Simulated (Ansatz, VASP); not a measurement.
One calculation of Hf3N4, two programs

Contents of INCAR:

```
SYSTEM = Hf3N4
PREC = Accurate
ENCUT = 520
EDIFF = 1E-7
ISMEAR = -1
SIGMA = 0.02
LREAL = .False.
LASPH = .True.
NELM = 120
ALGO = Normal
ISIF = 2
LWAVE = .False.
LCHARG = .False.
GGA = PE
IBRION = 2
NSW = 80
EDIFFG = -0.02
GGA_COMPAT = .False.
NELMIN = 4
KPAR = 4
```

The input KPOINTS:

```
Automatic mesh
0
Gamma
  6 6 6
  0 0 0
```

The input POSCAR:

```
Hf3N4
1.0
   -3.3945905825      3.3945905825      3.3945905825
    3.3945905825     -3.3945905825      3.3945905825
    3.3945905825      3.3945905825     -3.3945905825
Hf N
6 8
Direct
    0.2500000000      0.6250000000      0.3750000000
    0.3750000000      0.2500000000      0.6250000000
    0.7500000000      0.8750000000      0.1250000000
    0.1250000000      0.7500000000      0.8750000000
    0.6250000000      0.3750000000      0.2500000000
    0.8750000000      0.1250000000      0.7500000000
    0.1355620488      0.1355620488      0.1355620488
    0.8644379512      0.5000000000      0.0000000000
    0.5000000000      0.0000000000      0.3644379512
    0.0000000000      0.8644379512      0.5000000000
    0.3644379512      0.5000000000      0.0000000000
    0.6355620488      0.6355620488      0.6355620488
    0.0000000000      0.3644379512      0.5000000000
    0.5000000000      0.0000000000      0.8644379512
```

Input for Ansatz:

```yaml
crystal:
  lattice:
    - [-3.3945905825, 3.3945905825, 3.3945905825]
    - [3.3945905825, -3.3945905825, 3.3945905825]
    - [3.3945905825, 3.3945905825, -3.3945905825]
  atoms:
    - { symbol: Hf, position: [0.25, 0.625, 0.375] }
    - { symbol: Hf, position: [0.375, 0.25, 0.625] }
    - { symbol: Hf, position: [0.75, 0.875, 0.125] }
    - { symbol: Hf, position: [0.125, 0.75, 0.875] }
    - { symbol: Hf, position: [0.625, 0.375, 0.25] }
    - { symbol: Hf, position: [0.875, 0.125, 0.75] }
    - { symbol: "N", position: [0.1355620488, 0.1355620488, 0.1355620488] }
    - { symbol: "N", position: [0.8644379512, 0.5, 0.0] }
    - { symbol: "N", position: [0.5, 0.0, 0.3644379512] }
    - { symbol: "N", position: [0.0, 0.8644379512, 0.5] }
    - { symbol: "N", position: [0.3644379512, 0.5, 0.0] }
    - { symbol: "N", position: [0.6355620488, 0.6355620488, 0.6355620488] }
    - { symbol: "N", position: [0.0, 0.3644379512, 0.5] }
    - { symbol: "N", position: [0.5, 0.0, 0.8644379512] }
kpoints:
  mp_grid: { grid: [6, 6, 6] }
scf:
  occupations: { method: fermi_dirac, width: 0.02 }
hamiltonian:
  xc: pbe
  pseudopotentials: { kind: paw }
output:
  forces: true
  stress: true
  populations: true
  efg:
    quadrupole_moments_barn: { Hf: 3.365, "N": 0.02044 }
    contact_densities: true
relax:
  f_tol: 0.02
  max_steps: 60
```

Change from the starting cell: volume scaled by 1.04, ions relaxed.

Alike in both runs: task relaxation of the atoms; functional PBE; k mesh 6 × 6 × 6; occupations fermi-dirac, width 0.02 eV; no spin polarisation.

```csv
,VASP,Ansatz
version,VASP 6.6.1,Ansatz 0.2.0
potentials or method,"VASP PAW PBE potentials, release 64 (Hf_pv, N)","plane-wave PAW, scalar-relativistic"
plane-wave cutoff (eV),520,420
valence electrons in the cell,100,196
```

Ansatz gave:

| Quantity | Value |
| --- | --- |
| gap on the k mesh at the Fermi level, each at its own relaxed structure (eV) | 1.03 |

Task: Estimate VASP's values.

Result: gap on the k mesh at the Fermi level, each at its own relaxed structure (eV): 1.04.

VASP's potentials hold 100 valence electrons a cell and Ansatz's 196, so a difference there can come from the potentials and not from the codes. Ansatz's warnings: stress scf threshold loose.

Neither program's run includes spin-orbit coupling.
